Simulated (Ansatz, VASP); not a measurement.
## HgTe: VASP beside Ansatz

File POSCAR:

```
HgTe
1.0
    0.0000000000      3.3186207842      3.2857631527
    3.2857631527      0.0000000000      3.2857631527
    3.2857631527      3.3186207842      0.0000000000
Hg Te
1 1
Direct
    0.0000000000      0.0000000000      0.0000000000
    0.7500000000      0.7500000000      0.7500000000
```

Contents of INCAR.step1:

```
PREC = Accurate
ENCUT = 520
ISMEAR = 0
SIGMA = 0.15
LREAL = F
LASPH = T
NELM = 100
NBANDS = 16
GGA = PE
ALGO = Normal
EDIFF = 1E-4
LWAVE = T
LCHARG = F
```

Contents of INCAR.step2:

```
PREC = Accurate
ENCUT = 520
EDIFF = 1E-7
ISMEAR = 0
SIGMA = 0.15
LREAL = F
LASPH = T
NELM = 100
ALGO = Normal
ISIF = 2
LWAVE = F
LCHARG = F
METAGGA = R2SCAN
LMIXTAU = T
NBANDS = 16
ISTART = 1
```

KPOINTS

```
Automatic mesh
0
Gamma
  16 16 16
```

Input for Ansatz:

```yaml
crystal:
  lattice:
    - [0.0, 3.3186207842, 3.2857631527]
    - [3.2857631527, 0.0, 3.2857631527]
    - [3.2857631527, 3.3186207842, 0.0]
  atoms:
    - { symbol: Hg, position: [0.0, 0.0, 0.0] }
    - { symbol: Te, position: [0.75, 0.75, 0.75] }
basis:
  ecutwfc: 500
kpoints:
  mp_grid: { grid: [16, 16, 16] }
hamiltonian:
  xc: r2scan
scf:
  occupations: { method: gaussian, width: 0.15 }
output:
  forces: true
  stress: true
  eigenvalues: true
```

Change from the starting cell: strain +0.0100 x Voigt [0, 1, 0, 0, 0, 0], atoms carried along.

Alike in both runs: task single point; functional r2SCAN; k mesh 16 × 16 × 16; occupations gaussian, width 0.15 eV; no spin polarisation.

```csv
,VASP,Ansatz
version,VASP 6.6.1,Ansatz 0.2.0
potentials or method,"VASP PAW PBE potentials, release 64 (Hg, Te), cutoff 520 eV","scalar-relativistic, plane waves, PAW"
valence electrons in the cell,18,36
```

|  | VASP | Ansatz | Ansatz less VASP |
| --- | --- | --- | --- |
| gap on the k mesh at the Fermi level (eV) | none | none | - |
| pressure (GPa) | -0.3 | -0.4 | -0.05 |
| traceless stress, the component that is largest in VASP (GPa) | -0.11 | -0.11 | +0.001 |

VASP's potentials were made for PBE, not for r2SCAN. A gap of «none» marks a metal or a gap that the smearing closes. The functional is the same, so the differences come from potentials, cutoffs and numerics. VASP's potentials hold 18 valence electrons a cell and Ansatz's 36, so a difference there can come from the potentials and not from the codes.

Neither program's run includes spin-orbit coupling.
